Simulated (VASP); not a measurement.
A run of VASP 6.6.1 is set up as follows.

File INCAR:

```
SYSTEM = NaF
PREC = Accurate
ENCUT = 600
EDIFF = 1E-6
ISMEAR = 0
SIGMA = 0.1
LREAL = .FALSE.
LASPH = .TRUE.
NELM = 120
ALGO = Normal
ISIF = 2
LWAVE = .FALSE.
LCHARG = .TRUE.
GGA = PE
LELF = .TRUE.
LVHAR = .TRUE.
NBANDS = 14
GGA_COMPAT = .FALSE.
```

File KPOINTS:

```
Automatic mesh
0
G
  8 8 8
  0 0 0
```

File POSCAR:

```
NaF
1.0
    0.0000000000      2.2858943317      2.2858943317
    2.2858943317      0.0000000000      2.2858943317
    2.2858943317      2.2858943317      0.0000000000
Na F
1 1
Direct
    0.7570000000      0.1630000000      0.8630000000
    1.2570000000      0.6630000000      1.3630000000
```

Potentials or basis: VASP PAW PBE potentials, release 64 (Na_pv, F).

Run with:

```bash
$ cat potpaw_PBE.64/Na_pv/POTCAR potpaw_PBE.64/F/POTCAR > POTCAR
$ mpirun -np 1 vasp_std > vasp.out
```

(1) Estimate the band gap on the k mesh.

(2) Estimate the pressure.

Results:

(1) 6.53 eV, direct.

(2) 4.3 GPa.
